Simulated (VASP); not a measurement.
Au, 3 atoms in the cell. The structure is trigonal, space group R-3m (No. 166). The conventional cell has a = 3.115 Å, b = 3.115 Å, c = 22.581 Å, α = 90.00°, β = 90.00°, γ = 120.00°. Within 4.1 Å of Au (site symmetry -3m) lie 12 Au at 3.09 to 3.11 Å. Au (site symmetry 3m) has 12 Au at 3.09 to 3.11 Å within 4.1 Å. 

- Program: VASP 6.6.1
- Task: single point
- Functional: r2SCAN
- Potentials or basis: VASP PAW PBE potentials, release 64 (Au)
- Cutoff: 520 eV
- k mesh: 6 × 6 × 6
- Occupations: gaussian, width 0.1 eV
- Spin: no spin polarisation
- Dipole correction: no
- Further INCAR settings: ALGO = Normal; EDIFF = 1e-06; NBANDS = 24

Potentials or basis: VASP PAW PBE potentials, release 64 (Au).

Run with:

```bash
$ cat potpaw_PBE.64/Au/POTCAR > POTCAR
$ cp INCAR.step1 INCAR
$ mpirun -np 1 vasp_std > vasp.out
$ cp INCAR.step2 INCAR
$ mpirun -np 1 vasp_std > vasp.out
```

Hardware: 1 thread of Intel(R) Xeon(R) Platinum 8488C (Sapphire Rapids), with other jobs on the host.

**Question.** How long does it take, and how much memory?

**Answer.** Wall time 7.5 min on 1 thread of Intel(R) Xeon(R) Platinum 8488C (Sapphire Rapids) (shared host), peak memory 0.53 GiB. Counts: k points 32.
